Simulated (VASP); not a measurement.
Crystal: MnSn3.

```
Sn Mn
1.0
     0.00000    3.66844    3.66844
     3.66844    0.00000    3.66844
     3.66844    3.66844    0.00000
Sn Mn
3 1
Cartesian
  1.8342 1.8342 1.8342
  5.5027 5.5027 5.5027
  3.6684 3.6684 3.6684
  0.0000 0.0000 0.0000
```

| Item | Value |
| --- | --- |
| Program | VASP 6.6.1 |
| Task | relaxation of cell and atoms |
| Functional | PBE |
| Potentials or basis | VASP PAW PBE potentials, release 64 (Sn_d, Mn_pv) |
| Cutoff | 600 eV |
| k mesh | 10 × 10 × 10 |
| Occupations | gaussian, width 0.1 eV |
| Spin | no spin polarisation |

At the start: pressure -6.4 GPa; volume 24.68 Å³/atom.

Where does the relaxation end?

Over 7 steps the energy falls by 64.7 meV/atom and the volume is 21.88 Å³/atom (-11.4 %); space group Fm-3m (No. 225, to 0.1 Å) before and after.

The path:
```csv
step,energy change (eV),largest force (eV/Å),pressure (GPa),volume (Å³)
1,0.0000,0.0000,-6.39,98.74
2,-0.2315,0.0000,1.37,85.33
3,-0.2590,0.0000,0.09,87.29
4,-0.2590,0.0000,-0.11,87.51
5,-0.2590,0.0000,-0.11,87.51
6,-0.2590,0.0000,-0.08,87.50
7,-0.2590,0.0000,-0.06,87.50
```

Final structure:
```cif
data_structure
_symmetry_space_group_name_H-M 'P 1'
_symmetry_Int_Tables_number 1
_cell_length_a 4.9832
_cell_length_b 4.9832
_cell_length_c 4.9832
_cell_angle_alpha 60.000
_cell_angle_beta 60.000
_cell_angle_gamma 60.000
_cell_volume 87.50
loop_
_atom_site_label
_atom_site_type_symbol
_atom_site_fract_x
_atom_site_fract_y
_atom_site_fract_z
_atom_site_occupancy
Sn1 Sn 0.25000 0.25000 0.25000 1
Sn2 Sn 0.75000 0.75000 0.75000 1
Sn3 Sn 0.50000 0.50000 0.50000 1
Mn1 Mn 0.00000 0.00000 0.00000 1
```

Caveat: the run has no spin polarisation, though such a crystal can be magnetic.
